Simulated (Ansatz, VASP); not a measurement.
# Two plane-wave programs on C

INCAR

```
ALGO = Normal ; EDIFF = 1E-7
ENCUT = 520 ; GGA = CA
ISIF = 2 ; ISMEAR = 0
LASPH = T ; LCHARG = F
LREAL = F ; LWAVE = F
NBANDS = 11 ; NELM = 60
PREC = Accurate ; SIGMA = 0.05
```

KPOINTS

```
k-points
0
Gamma
  12 12 12
```

File POSCAR:

```
C
1.0
    1.1666250292      0.6735512746      3.1796602974
   -1.1666250292      0.6735512746      3.1796602974
    0.0000000000     -1.3471025493      3.1796602974
C
2
Direct
    0.1640000000      0.1640000000      0.1640000000
    0.8360000000      0.8360000000      0.8360000000
```

Input for Ansatz:

```yaml
crystal:
  lattice:
    - [1.1666250292, 0.6735512746, 3.1796602974]
    - [-1.1666250292, 0.6735512746, 3.1796602974]
    - [0.0, -1.3471025493, 3.1796602974]
  atoms:
    - { symbol: C, position: [0.164, 0.164, 0.164] }
    - { symbol: C, position: [0.836, 0.836, 0.836] }
basis:
  ecutwfc: 420
kpoints:
  mp_grid: { grid: [12, 12, 12] }
hamiltonian:
  xc: lda
scf:
  occupations: { method: gaussian, width: 0.05 }
output:
  forces: true
  stress: true
  eigenvalues: true
```

Change from the starting cell: strain -0.050 along x and y, -0.050 along z, atoms carried along.

Alike in both runs: task single point; functional LDA; k mesh 12 × 12 × 12; occupations gaussian, width 0.05 eV; no spin polarisation.

|  | VASP | Ansatz |
| --- | --- | --- |
| version | VASP 6.6.1 | Ansatz 0.2.0 |
| potentials or method | VASP PAW LDA potentials, release 64 (C), cutoff 520 eV | scalar-relativistic, plane waves, PAW |
| valence electrons in the cell | 8 | 8 |

VASP gave:

| Quantity | Value |
| --- | --- |
| gap on the k mesh at the Fermi level (eV) | 0.96 |
| least direct gap on the mesh (eV) | 0.96 |
| pressure (GPa) | 52.8 |
| traceless stress, the component that is largest in VASP (GPa) | -52.30 |
| rms of the force components (eV/Å) | 0.444 |

Task: Estimate Ansatz's values.

Result: gap on the k mesh at the Fermi level (eV): 0.96; least direct gap on the mesh (eV): 0.96; pressure (GPa): 52.0; traceless stress, the component that is largest in VASP (GPa): -51.31; rms of the force components (eV/Å): 0.447.

LDA's correlation is that of Perdew and Zunger in VASP and of Perdew and Wang (1992) in Ansatz. Atom by atom the forces differ by 0.003 eV/Å (rms over components). Both programs put the cell under a high pressure, so it lies far from rest at this level.
